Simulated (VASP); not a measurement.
# MoS2 (P6_3/mmc) in VASP: a series of runs, part 2 of 2

VASP 6.6.1.

## 3. Single point, r2SCAN

This run uses another cell than the first one, of 17.86 Å³/atom, 0.941 times its volume.

POSCAR reads:

```
MoS2
1.0
    3.1690000000      0.0000000000      0.0000000000
   -1.5845000000      2.7444345046      0.0000000000
    0.0000000000      0.0000000000     12.3240000000
Mo S
2 4
Direct
    0.3333333333      0.6666666667      0.2500000000
    0.6666666667      0.3333333333      0.7500000000
    0.3333333333      0.6666666667      0.6230000000
    0.6666666667      0.3333333333      0.1230000000
    0.3333333333      0.6666666667      0.8770000000
    0.6666666667      0.3333333333      0.3770000000
```

INCAR.step1 reads:

```
ALGO     = Normal         # electronic algorithm
EDIFF    = 1E-4           # SCF threshold, eV
ENCUT    = 520            # plane-wave cutoff, eV
GGA      = PE             # functional
ISMEAR   = 0              # smearing method
LASPH    = True           # aspherical terms in the spheres
LCHARG   = False          # write CHGCAR
LREAL    = False          # projectors in reciprocal space
LWAVE    = True           # write WAVECAR
NBANDS   = 35             # bands
NELM     = 100            # most SCF steps
PREC     = Accurate       # precision mode
SIGMA    = 0.1            # smearing width, eV
```

INCAR.step2 reads:

```
ALGO     = Normal         # electronic algorithm
EDIFF    = 1E-7           # SCF threshold, eV
ENCUT    = 520            # plane-wave cutoff, eV
ISIF     = 2              # what is computed and relaxed
ISMEAR   = 0              # smearing method
ISTART   = 1            
LASPH    = True           # aspherical terms in the spheres
LCHARG   = False          # write CHGCAR
LMIXTAU  = True         
LREAL    = False          # projectors in reciprocal space
LWAVE    = False          # write WAVECAR
METAGGA  = R2SCAN         # meta-GGA
NBANDS   = 35             # bands
NELM     = 100            # most SCF steps
PREC     = Accurate       # precision mode
SIGMA    = 0.1            # smearing width, eV
```

KPOINTS reads:

```
k-points
0
Gamma
  6 6 2
```

Potentials or basis: VASP PAW PBE potentials, release 64 (Mo_sv, S).

The run is started by

```
$ cat potpaw_PBE.64/Mo_sv/POTCAR potpaw_PBE.64/S/POTCAR > POTCAR
$ cp INCAR.step1 INCAR
$ mpirun -np 1 vasp_std > vasp.out
$ cp INCAR.step2 INCAR
$ mpirun -np 1 vasp_std > vasp.out
```

OUTCAR:

```text
EDIFF = 1E-7
   ENCUT = 520
   ISIF = 2
   ISMEAR = 0
   ISTART = 1
   LASPH = True
   LREAL = False
   METAGGA = R2SCAN
   NELM = 100
   PREC = Accurate

 ion  position               nearest neighbor table
   1  0.333  0.667  0.250-   4 2.41   6 2.41   4 2.41   6 2.41   4 2.41   6 2.41
   2  0.667  0.333  0.750-   3 2.41   5 2.41   3 2.41   5 2.41   3 2.41   5 2.41
   3  0.333  0.667  0.623-   2 2.41   2 2.41   2 2.41
   4  0.667  0.333  0.123-   1 2.41   1 2.41   1 2.41
   5  0.333  0.667  0.877-   2 2.41   2 2.41   2 2.41
   6  0.667  0.333  0.377-   1 2.41   1 2.41   1 2.41

  LATTYP: Found a hexagonal cell.
 ALAT       =     3.1690000000
 C/A-ratio  =     3.8889239508

  Lattice vectors:

 A1 = (   3.1690000000,   0.0000000000,   0.0000000000)
 A2 = (  -1.5845000000,   2.7444345046,   0.0000000000)
 A3 = (   0.0000000000,   0.0000000000,  12.3240000000)

Analysis of symmetry for initial positions (statically):
=====================================================================
 Subroutine PRICEL returns:
 Original cell was already a primitive cell.

 Routine SETGRP: Setting up the symmetry group for a
 hexagonal supercell.

 Subroutine GETGRP returns: Found 24 space group operations
 (whereof 12 operations were pure point group operations)
 out of a pool of 24 trial point group operations.

The static configuration has the point symmetry D_3d.
 The point group associated with its full space group is D_6h.

Analysis of symmetry for dynamics (positions and initial velocities):
=====================================================================
 Subroutine PRICEL returns:
 Original cell was already a primitive cell.

 Routine SETGRP: Setting up the symmetry group for a
 hexagonal supercell.

 Subroutine GETGRP returns: Found 24 space group operations
 (whereof 12 operations were pure point group operations)
 out of a pool of 24 trial point group operations.

The dynamic configuration has the point symmetry D_3d.
 The point group associated with its full space group is D_6h.

 Subroutine INISYM returns: Found 24 space group operations
 (whereof 12 operations are pure point group operations),
 and found     1 'primitive' translations

----------------------------------------------------------------------------------------

                                     Primitive cell

  volume of cell :     107.1832

  direct lattice vectors                    reciprocal lattice vectors
     3.169000000  0.000000000  0.000000000     0.315556958  0.182186895  0.000000000
    -1.584500000  2.744434505  0.000000000     0.000000000  0.364373789  0.000000000
     0.000000000  0.000000000 12.324000000     0.000000000  0.000000000  0.081142486

  length of vectors
     3.169000000  3.169000000 12.324000000     0.364373789  0.364373789  0.081142486

  position of ions in fractional coordinates (direct lattice)
     0.333333333  0.666666667  0.250000000
     0.666666667  0.333333333  0.750000000
     0.333333333  0.666666667  0.623000000
     0.666666667  0.333333333  0.123000000
     0.333333333  0.666666667  0.877000000
[... 41 lines left out ...]
  0.333333 -0.000000  0.000000      6.000000
  0.500000 -0.000000  0.000000      3.000000
  0.166667  0.166667  0.000000      6.000000
  0.333333  0.166667  0.000000     12.000000
  0.333333  0.333333  0.000000      2.000000
  0.000000  0.000000  0.500000      1.000000
  0.166667 -0.000000  0.500000      6.000000
  0.333333 -0.000000  0.500000      6.000000
  0.500000 -0.000000  0.500000      3.000000
  0.166667  0.166667  0.500000      6.000000
  0.333333  0.166667  0.500000     12.000000
  0.333333  0.333333  0.500000      2.000000
   k-points           NKPTS =     14   k-points in BZ     NKDIM =     14   number of bands    NBANDS=     35
   number of dos      NEDOS =    301   number of ions     NIONS =      6
   total plane-waves  NPLWV =  55296
   dimension x,y,z NGX =    24 NGY =   24 NGZ =   96
   dimension x,y,z NGXF=    48 NGYF=   48 NGZF=  192
   ions per type =               2   4
   NGX,Y,Z   is equivalent  to a cutoff of  12.59, 12.59, 12.95 a.u.
   NGXF,Y,Z  is equivalent  to a cutoff of  25.18, 25.18, 25.90 a.u.
 SYSTEM =  unknown system
   PREC   = accura    normal or accurate (medium, high low for compatibility)
   ISTART =      1    job   : 0-new  1-cont  2-samecut
   ICHARG =      0    charge: 1-file 2-atom 10-const
   ISPIN  =      1    spin polarized calculation?
   LNONCOLLINEAR =      F non collinear calculations
   LSORBIT =      F    spin-orbit coupling
   LASPH  =      T    aspherical Exc in radial PAW
   ENCUT  =  520.0 eV  38.22 Ry    6.18 a.u.   5.89  5.89 22.91*2*pi/ulx,y,z
   NELM   =    100;   NELMIN=  2; NELMDL=  0     # of ELM steps
   EDIFF  = 0.1E-06   stopping-criterion for ELM
   LREAL  =      F    real-space projection
   EDIFFG = 0.1E-05   stopping-criterion for IOM
   NSW    =      0    number of steps for IOM
   IBRION =     -1    ionic relax: 0-MD 1-quasi-New 2-CG
   NFREE  =      0    steps in history (QN), initial steepest desc. (CG)
   ISIF   =      2    stress and relaxation
   ISYM   =      2    0-nonsym 1-usesym 2-fastsym
   POTIM  = 0.5000    time-step for ionic-motion
   TEBEG  =    0.0;   TEEND  =   0.0 temperature during run
   PSTRESS=    0.0 pullay stress
   NELECT =      52.0000    total number of electrons
   NUPDOWN=      -1.0000    fix difference up-down
   EMIN   =  10.00;   EMAX   =-10.00  energy-range for DOS
   EFERMI =   0.00;   METHOD = LEGACY
   ISMEAR =     0;   SIGMA  =   0.10  broadening in eV -4-tet -1-fermi 0-gaus
   EFERMI_NEDOS =   21; number of points for ismear=-14 and -15
   IALGO  =     38    algorithm
   IMIX   =      4    mixing-type and parameters
     AMIX     =   0.40;   BMIX     =  1.00
     AMIX_MAG =   1.60;   BMIX_MAG =  1.00
  volume/ion in A,a.u.               =      17.86       120.55
  Fermi-wavevector in a.u.,A,eV,Ry     =   1.286373  2.430893 22.514325  1.654756
  Thomas-Fermi vector in A             =   2.418452
   LORBIT       =      0    0 simple, 1 ext, 2 COOP (PROOUT), +10 PAW based schemes
   METAGGA = R2SCAN    functional components
   LHFCALC =     F    Hartree Fock is set to
   AEXX    =    0.0000 exact exchange contribution
   IVDW    =     0    specifies the selected vdW correction
   LEPSILON=     F    determine dielectric tensor
   LRPA    =     F    only Hartree local field effects (RPA)
 non-spin polarized calculation
 Gauss-broadening in eV      SIGMA  =   0.10
  energy-cutoff  :      520.00
  volume of cell :      107.18
 maximum number of plane-waves:      2908
 NGX is ok and might be reduce to    24
   NGX = 11   NGY = 11   NGZ = 45

 number of electron      51.9999997 magnetization

 Free energy of the ion-electron system (eV)
  ---------------------------------------------------
  ext. energy  EPLUGINS =         0.00000000
  ---------------------------------------------------
  free energy    TOTEN  =       -90.04154631 eV

  energy without entropy =      -90.04154631  energy(sigma->0) =      -90.04154631

 E-fermi :   7.8350     XC(G=0): -11.5023

 val. band max:        7.3827227631   @ k =   0.0000   0.0000   0.0000
 cond. band min:       8.3846559315   @ k =   0.1667   0.1667   0.0000
 fundamental gap:      1.0019331684
 Fermi energy:         7.8349620421

 k-point     1 :       0.0000    0.0000    0.0000
  band No.  band energies     occupation
      1     -56.1045      2.00000
      2     -56.1045      2.00000
      3     -29.5266      2.00000
      4     -29.5265      2.00000
      5     -29.2957      2.00000
      6     -29.2957      2.00000
[... 521 lines left out ...]
     34      11.8454      0.00000
     35      14.3810      0.00000

------------------------ aborting loop because EDIFF is reached ----------------------------------------

  FORCE on cell =-STRESS in cart. coord.  units (eV):
  Direction    XX          YY          ZZ          XY          YZ          ZX
  --------------------------------------------------------------------------------------
  -------------------------------------------------------------------------------------
  Total        0.8224227      0.8224227     -0.0179592      0.0000000      0.0000000     -0.0000000
  in kB       12.2935940     12.2935940     -0.2684546      0.0000000      0.0000000     -0.0000000
  external PRESSURE =       8.1062445 kB  Pullay stress =       0.0000000 kB

 VOLUME and BASIS-vectors are now :
 -----------------------------------------------------------------------------
  energy-cutoff  :      520.00
  volume of cell :      107.18
      direct lattice vectors                 reciprocal lattice vectors
     3.169000000  0.000000000  0.000000000     0.315556958  0.182186895  0.000000000
    -1.584500000  2.744434505  0.000000000     0.000000000  0.364373789  0.000000000
     0.000000000  0.000000000 12.324000000     0.000000000  0.000000000  0.081142486

 POSITION                                       TOTAL-FORCE (eV/Angst)
 -----------------------------------------------------------------------------------
     -0.00000      1.82962      3.08100         0.000000     -0.000000      0.000000
      1.58450      0.91481      9.24300        -0.000000      0.000000      0.000000
     -0.00000      1.82962      7.67785        -0.000000      0.000000      0.235109
      1.58450      0.91481      1.51585        -0.000000      0.000000      0.235109
     -0.00000      1.82962     10.80815        -0.000000     -0.000000     -0.235109
      1.58450      0.91481      4.64615        -0.000000      0.000000     -0.235109
 -----------------------------------------------------------------------------------
    total drift:                               -0.000000      0.000000     -0.000000

  FREE ENERGIE OF THE ION-ELECTRON SYSTEM (eV)
  ---------------------------------------------------
  free  energy   TOTEN  =       -90.0415463079 eV

  energy  without entropy=      -90.0415463079  energy(sigma->0) =      -90.04154631
```

Wall time 2.6 min (1 thread of Intel Xeon Platinum 8488C (Sapphire Rapids), shared host); peak memory 0.25 GiB.

Results:

* Free energy: -90.0415 eV
* Pressure: 0.8 GPa
* Largest force: 0.235 eV/Å
* Band gap on the k mesh: 1.00 eV, indirect (least direct gap 1.77 eV)

Forces on the atoms (eV/Å):
```
Mo   0.000  0.000  0.000
Mo   0.000  0.000  0.000
S    0.000  0.000  0.235
S    0.000  0.000  0.235
S    0.000  0.000 -0.235
S    0.000  0.000 -0.235
```

Caveat: the PAW data sets were made with another functional, which shifts forces and pressure a little.

## 4. Single point, r2SCAN

POSCAR reads:

```
MoS2
1.0
    3.1843765709      0.0000000000      0.0000000000
   -1.5921882854      2.7577510056      0.0000000000
    0.0000000000      0.0000000000     12.9912557860
Mo S
2 4
Direct
    0.3333333333      0.6666666667      0.2500000000
    0.6666666667      0.3333333333      0.7500000000
    0.3333333333      0.6666666667      0.6304823732
    0.6666666667      0.3333333333      0.1304823732
    0.3333333333      0.6666666667      0.8695176268
    0.6666666667      0.3333333333      0.3695176268
```

INCAR.step1 reads:

```
  PREC = Accurate
  ENCUT = 520
  ISMEAR = 0
  SIGMA = 0.01
  LREAL = F
  LASPH = T
  NELM = 100
  NBANDS = 35
  GGA = PE
  ALGO = Normal
  EDIFF = 1E-4
  LWAVE = T
  LCHARG = F
```

INCAR.step2 reads:

```
  PREC = Accurate
  ENCUT = 520
  EDIFF = 1E-6
  ISMEAR = 0
  SIGMA = 0.01
  LREAL = F
  LASPH = T
  NELM = 100
  ALGO = Normal
  ISIF = 2
  LWAVE = F
  LCHARG = T
  METAGGA = R2SCAN
  LMIXTAU = T
  LELF = T
  LVHAR = T
  NBANDS = 35
  ISTART = 1
```

KPOINTS reads:

```
Automatic mesh
0
Gamma
  12 12 4
```

The run is started by

```
$ cat potpaw_PBE.64/Mo_sv/POTCAR potpaw_PBE.64/S/POTCAR > POTCAR
$ cp INCAR.step1 INCAR
$ mpirun -np 1 vasp_std > vasp.out
$ cp INCAR.step2 INCAR
$ mpirun -np 1 vasp_std > vasp.out
```

Run time: 8.5 min. Hardware: 1 thread of Intel Xeon Platinum 8488C (Sapphire Rapids), shared host; peak memory 0.35 GiB.

The run converged. Its results:

```
Free energy            : -90.0851 eV
Pressure               : 0.0 GPa
Largest force          : 0.004 eV/Å
Band gap on the k mesh : 1.18 eV, indirect (least direct gap 1.73 eV)
```

Forces in eV/Å, atoms in the order of the input:
```
Mo   0.000  0.000  0.000
Mo   0.000  0.000  0.000
S    0.000  0.000 -0.004
S    0.000  0.000 -0.004
S    0.000  0.000  0.004
S    0.000  0.000  0.004
```

Stress tensor (GPa, compression positive):
```
 0.07  0.00  0.00
 0.00  0.07  0.00
 0.00  0.00 -0.01
```

Levels at points of the mesh, in eV from the valence-band top:
```
           k point  band 22  band 23  band 24  band 25  band 26  band 27  band 28  band 29  band 30  band 31
(0.00, 0.00, 0.00)    -2.21    -2.21    -1.54    -0.89     0.00     2.37     2.37     2.38     2.38     2.59
(0.50, 0.00, 0.00)    -2.50    -1.73    -1.64    -1.25    -1.19     1.80     1.82     2.26     2.42     3.35
(0.00, 0.00, 0.50)    -2.22    -2.22    -2.22    -0.28    -0.28     2.37     2.37     2.37     2.37     2.63
(0.50, 0.00, 0.50)    -2.57    -1.68    -1.68    -1.22    -1.22     1.81     1.81     2.34     2.34     3.62
```

Caveat: the PAW data sets were made with another functional, which shifts forces and pressure a little. r2SCAN opens gaps a little over a GGA but as a rule still falls short of measured ones.

## 5. Overview

```csv
cell,k mesh,smearing,gap on the mesh (eV),pressure (GPa)
"a = 3.184, b = 3.184, c = 12.975 Å, angles 90.0, 90.0, 120.0°, 6 atoms",12 × 12 × 4,gaussian 0.02 eV,1.18,0.0
"a = 3.169, b = 3.169, c = 12.324 Å, angles 90.0, 90.0, 120.0°, 6 atoms",6 × 6 × 2,gaussian 0.1 eV,1.00,0.8
"a = 3.184, b = 3.184, c = 12.991 Å, angles 90.0, 90.0, 120.0°, 6 atoms",12 × 12 × 4,gaussian 0.01 eV,1.18,0.0
```

Alike in all rows: task single point; level r2SCAN; potentials or basis VASP PAW PBE potentials, release 64 (Mo_sv, S); no spin polarisation; cutoff (eV) 520.

Caveats: the PAW data sets were made with another functional, which shifts forces and pressure a little.

Total energies depend on the potentials used, so only differences within one code and one set of settings carry meaning.

## 6. Comparison with measurements

Step 2. Measured gap of MoS2: 1.3 eV (indirect; 300 K; “Multiwavelength excitation Raman Scattering Analysis of bulk and 2 dimensional MoS2: Vibrational properties of atomically thin MoS2 layers”, 2015, arxiv:1506.03228). This calculation gives 1.18 eV (-0.12 eV). Spin-orbit coupling on Mo is left out. The value is that of r2SCAN on a finite k mesh, which can miss the band edges, without temperature or zero-point motion.

Step 3. A measured gap of MoS2 is 1.3 eV (indirect; 300 K; “Multiwavelength excitation Raman Scattering Analysis of bulk and 2 dimensional MoS2: Vibrational properties of atomically thin MoS2 layers”, 2015, arxiv:1506.03228); the calculated 1.00 eV misses it by -0.30 eV. Spin-orbit coupling on Mo is left out. The value is that of r2SCAN on a finite k mesh, which can miss the band edges, without temperature or zero-point motion.
